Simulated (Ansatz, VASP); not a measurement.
One calculation of P, two programs

```
P
1.0
     0.00000    2.79044    2.79044
     2.79044    0.00000    2.79044
     2.79044    2.79044    0.00000
P
2
Cartesian
  0.6976 0.6976 0.6976
  4.8833 4.8833 4.8833
```

Alike in both runs: task single point; functional PBEsol; k mesh 17 × 17 × 17; occupations fermi-dirac, width 0.1 eV; no spin polarisation.

|  | VASP | Ansatz |
| --- | --- | --- |
| version | VASP 6.6.1 | Ansatz 0.2.0 |
| potentials or method | VASP PAW PBE potentials, release 64 (P), cutoff 520 eV | plane waves (420 eV) with PAW, scalar-relativistic |
| valence electrons in the cell | 10 | 10 |

Ansatz gave:

| Property | Result |
| --- | --- |
| pressure (GPa) | -4.6 |

Q: Estimate VASP's values.

A: Pressure (GPa): -4.5.

VASP's potentials were made for PBE, not for PBEsol, and Ansatz warns of the same on its side.
